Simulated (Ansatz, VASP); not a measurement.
## One calculation of Cl, two programs

```
Cl
1.0
     2.74589    0.00000    0.00000
     0.00000    2.74589    0.00000
     0.00000    0.00000    2.74589
Cl
1
Direct
  0.00000 0.00000 0.00000
```

Alike in both runs: functional LDA; k mesh 15 × 15 × 15; occupations fermi-dirac, width 0.08 eV; no spin polarisation.

Ansatz relaxed the structure, and its values are those at the end. VASP's run is a single point on that final structure, the one shown.

```csv
,VASP,Ansatz
version,VASP 6.6.1,Ansatz 0.2.0
potentials or method,"VASP PAW LDA potentials, release 64 (Cl)","PAW with Ansatz's default frozen-core files, scalar-relativistic"
plane-wave cutoff (eV),520,420
valence electrons in the cell,7,7
```

|  | VASP | Ansatz | Ansatz less VASP |
| --- | --- | --- | --- |
| pressure (GPa) | 0.0 | 0.0 | +0.03 |

LDA's correlation is that of Perdew and Zunger in VASP and of Perdew and Wang (1992) in Ansatz.
